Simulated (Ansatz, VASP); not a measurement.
**LiF in VASP and in Ansatz**

```
Li F
1.0
     3.13653    0.00000    0.00000
    -1.56827    2.71632    0.00000
     0.00000    0.00000    8.56663
Li F
3 3
Cartesian
  -0.7891 2.2664 5.7111
  0.0000 0.8997 2.8555
  0.7891 2.2664 0.0000
  2.3538 0.4519 5.7111
  1.5683 1.8125 2.8555
  0.7827 0.4519 0.0000
```

Alike in both runs: functional PBE; k mesh 12 × 12 × 4; occupations gaussian, width 0.02 eV; no spin polarisation.

Ansatz relaxed the structure, and its values are those at the end. VASP's run is a single point on that final structure, the one shown.

|  | VASP | Ansatz |
| --- | --- | --- |
| version | VASP 6.6.1 | Ansatz 0.2.0 |
| potentials or method | VASP PAW PBE potentials, release 64 (Li_sv, F), cutoff 520 eV | scalar-relativistic, plane waves, PAW |
| valence electrons in the cell | 30 | 30 |

VASP gave:

```
gap on the k mesh at the Fermi level (eV) : 6.70
least direct gap on the mesh (eV)         : 6.72
```

Estimate Ansatz's values.

gap on the k mesh at the Fermi level (eV): 6.71; least direct gap on the mesh (eV): 6.73.

Noted on VASP's run: the cutoff is under 1.25 times that of the potentials, so the pressure is a little rough.
